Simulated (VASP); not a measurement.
Wanted: the native input for a VASP 6.6.1 run.

* Task: single point
* Functional: PBE
* Potentials or basis: VASP PAW PBE potentials, release 64 (Mg, Cl)
* Cutoff: 520 eV
* k mesh: 4 × 4 × 1
* Occupations: gaussian, width 0.1 eV
* Spin: no spin polarisation
* Dipole correction: yes
* Further INCAR settings: ALGO = Normal; EDIFF = 1e-07; NBANDS = 23

The structure of MgCl4 lies in POSCAR:

```
MgCl4
1.0
    3.9334830000     -3.9334830000      0.0000000000
    3.9334830000      3.9334830000      0.0000000000
    0.0000000000      0.0000000000     17.0000000000
Mg Cl
1 4
Direct
    0.0000000000      0.5000000000      0.5000000000
    0.7500000000      0.2500000000      0.5782924300
    0.2500000000      0.7500000000      0.5782924300
    0.2500000000      0.2500000000      0.4217075700
    0.7500000000      0.7500000000      0.4217075700
```

One way to write it, as run:

INCAR

```
ALGO = Normal ; DIPOL = 0.5 0.5 0.500
EDIFF = 1E-7 ; ENCUT = 520
GGA = PE ; IDIPOL = 3
ISIF = 2 ; ISMEAR = 0
LASPH = True ; LCHARG = True
LDIPOL = True ; LELF = True
LREAL = False ; LVACPOTAV = True
LVHAR = True ; LWAVE = False
NBANDS = 23 ; NELM = 100
PREC = Accurate ; SIGMA = 0.1
```

KPOINTS

```
k-points
0
Gamma
  4 4 1
```

Potentials or basis: VASP PAW PBE potentials, release 64 (Mg, Cl).

Command:

```sh
$ cat potpaw_PBE.64/Mg/POTCAR potpaw_PBE.64/Cl/POTCAR > POTCAR
$ mpirun -np 1 vasp_std > vasp.out
```

Results of the run:

The largest force is 0.144 eV/Å and the band gap on the k mesh is zero (band 15 reaches -6.49 eV, above the bottom of band 16 at -6.50 eV).

It took 49 s on 1 thread of Intel(R) Xeon(R) 6975P-C (Granite Rapids) (shared host), peak memory 0.48 GiB.
